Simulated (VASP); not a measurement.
A run of VASP 6.6.1 is set up as follows.

INCAR

```
SYSTEM = TiAl3
PREC = Accurate
ENCUT = 520
EDIFF = 1E-6
ISMEAR = 0
SIGMA = 0.1
LREAL = .FALSE.
LASPH = .TRUE.
NELM = 150
ALGO = Fast
ISIF = 2
LWAVE = .FALSE.
LCHARG = .TRUE.
ISPIN = 2
MAGMOM = 1 0 0 0
LORBIT = 11
LMAXMIX = 4
GGA = PE
LELF = .TRUE.
LVHAR = .TRUE.
NBANDS = 22
```

File KPOINTS:

```
regular mesh
0
G
  6 4 4
  0 0 0
```

POSCAR

```
TiAl3
1.0
    2.8780853800      0.0000000000      0.0000000000
    0.0000000000      4.0237914400      0.0000000000
    0.0000000000      0.0000000000      5.6401443300
Ti Al
1 3
Direct
    0.0000000000      0.0000000000      0.0000000000
    0.0000000000      0.0000000000      0.5000000000
    0.5000000000      0.5000000000      0.7539245500
    0.5000000000      0.5000000000      0.2460754500
```

Potentials or basis: VASP PAW PBE potentials, release 64 (Ti_sv, Al).

Command:

```bash
$ cat potpaw_PBE.64/Ti_sv/POTCAR potpaw_PBE.64/Al/POTCAR > POTCAR
$ mpirun -np 1 vasp_std > vasp.out
```

(1) Predict the pressure.

(2) Estimate the largest force.

Answers

(1) -0.3 GPa.

(2) 0.073 eV/Å.

Caveat: the k points lie up to 0.39 Å⁻¹ apart.
